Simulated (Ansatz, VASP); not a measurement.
## HgTe in VASP and in Ansatz

File INCAR:

```
ALGO = Normal ; EDIFF = 1E-8
ENCUT = 400 ; GGA = CA
GGA_COMPAT = F ; ISIF = 2
ISMEAR = -1 ; LASPH = T
LCHARG = F ; LEFG = T
LREAL = F ; LWAVE = F
NBANDS = 16 ; NELM = 120
PREC = Accurate ; SIGMA = 0.08
```

Contents of KPOINTS:

```
k-points
0
Gamma
  10 10 10
```

POSCAR

```
HgTe
1.0
    0.0000000000      2.9117290240      2.9117290240
    2.9117290240      0.0000000000      2.9117290240
    2.9117290240      2.9117290240      0.0000000000
Hg Te
1 1
Direct
    0.0000000000      0.0000000000      0.0000000000
    0.5000000000      0.5000000000      0.5000000000
```

Input for Ansatz:

```yaml
crystal:
  lattice:
    - [0.0, 2.911729024, 2.911729024]
    - [2.911729024, 0.0, 2.911729024]
    - [2.911729024, 2.911729024, 0.0]
  atoms:
    - { symbol: Hg, position: [0.0, 0.0, 0.0] }
    - { symbol: Te, position: [0.5, 0.5, 0.5] }
kpoints:
  mp_grid: { grid: [10, 10, 10] }
scf:
  occupations: { method: fermi_dirac, width: 0.08 }
hamiltonian:
  xc: lda
  pseudopotentials: { kind: all_electron, datasets: crystal }
output:
  forces: true
  stress: true
  eigenvalues: true
  efg: { contact_densities: true }
```

Change from the starting cell: volume scaled by 0.99, crystal datasets.

Alike in both runs: task electric field gradients; functional LDA; k mesh 10 × 10 × 10; occupations fermi-dirac, width 0.08 eV; no spin polarisation.

```csv
,VASP,Ansatz
version,VASP 6.6.1,Ansatz 0.2.0
potentials or method,"VASP PAW LDA potentials, release 64 (Hg, Te), cutoff 400 eV","all-electron PAW with datasets made for the crystal, scalar-relativistic"
```

|  | VASP | Ansatz | Ansatz less VASP |
| --- | --- | --- | --- |
| pressure (GPa) | 5.3 | 4.7 | -0.55 |

LDA's correlation is that of Perdew and Zunger in VASP and of Perdew and Wang (1992) in Ansatz. Ansatz ran all-electron here, and VASP with PAW potentials.

Spin-orbit coupling is off throughout.
